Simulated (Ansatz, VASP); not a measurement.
# AlAs5 in VASP and in Ansatz

```
Al As
1.0
     5.26887    0.00000    0.00000
    -2.63443    4.56297    0.00000
     0.00000    0.00000    4.80907
Al As
1 5
Cartesian
  0.0000 0.0000 2.4045
  -0.7522 1.3028 0.0000
  1.8823 3.2602 0.0000
  1.5043 0.0000 0.0000
  2.6344 1.5210 2.4045
  0.0000 3.0420 2.4045
```

Change from the starting cell: species swapped into the Mg5Sn type (P-62m, No. 189).

Alike in both runs: functional PBE; k mesh 3 × 3 × 4; occupations gaussian, width 0.1 eV; no spin polarisation.

Ansatz relaxed the structure, and its values are those at the end. VASP's run is a single point on that final structure, the one shown.

|  | VASP | Ansatz |
| --- | --- | --- |
| version | VASP 6.6.1 | Ansatz 0.2.0 |
| potentials or method | VASP PAW PBE potentials, release 64 (Al, As), cutoff 520 eV | scalar-relativistic, plane waves, PAW |
| valence electrons in the cell | 28 | 78 |

|  | VASP | Ansatz | Ansatz less VASP |
| --- | --- | --- | --- |
| gap on the k mesh at the Fermi level (eV) | none | none | - |
| pressure (GPa) | 0.1 | 0.0 | -0.12 |
| rms of the force components (eV/Å) | 0.020 | 0.005 | -0.0148 |

A gap of «none» marks a metal or a gap that the smearing closes. With one functional, cell and mesh, what is left measures potentials, basis and numerics. VASP's potentials hold 28 valence electrons a cell and Ansatz's 78, so a difference there can come from the potentials and not from the codes.

The k mesh is coarse, so the values compare programs but aren't converged.
